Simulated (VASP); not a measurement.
Write the native input for VASP 6.6.1 that does the following.

```
Task                   : single point
Functional             : PBE
Potentials or basis    : VASP PAW PBE potentials, release 64 (Zn, S)
Cutoff                 : 520 eV
k mesh                 : 6 × 6 × 4
Occupations            : gaussian, width 0.01 eV
Spin                   : no spin polarisation
Dipole correction      : no
Further INCAR settings : ALGO = Normal; EDIFF = 1e-06; NBANDS = 26
```

The structure of ZnS lies in POSCAR:

```
ZnS
1.0
    3.6241633936      0.0000000000      0.0000000000
   -1.8120816968      3.1386175663      0.0000000000
    0.0000000000      0.0000000000      5.9139847468
Zn S
2 2
Direct
    0.0000000000      0.0000000000      0.0000000000
    0.0000000000      0.0000000000      0.5000000000
    0.3333333333      0.6666666667      0.2500000000
    0.6666666667      0.3333333333      0.7500000000
```

One way to write it, as run:

INCAR

```
SYSTEM = ZnS
ALGO = Normal
EDIFF = 1E-6
ENCUT = 520
GGA = PE
ISIF = 2
ISMEAR = 0
LASPH = .TRUE.
LCHARG = .FALSE.
LREAL = .FALSE.
LWAVE = .FALSE.
NBANDS = 26
NELM = 60
PREC = Accurate
SIGMA = 0.01
```

KPOINTS

```
k-points
0
G
  6 6 4
  0 0 0
```

Potentials or basis: VASP PAW PBE potentials, release 64 (Zn, S).

The run is started by

```bash
$ cat potpaw_PBE.64/Zn/POTCAR potpaw_PBE.64/S/POTCAR > POTCAR
$ mpirun -np 1 vasp_std > vasp.out
```

It gave:

| Item | Value |
| --- | --- |
| Pressure | 0.2 GPa |
| Band gap on the k mesh | 0.40 eV, indirect (least direct gap 1.51 eV) |

It took 48 s on 1 thread of Intel Xeon 8259CL, with other jobs on the host, peak memory 0.19 GiB.
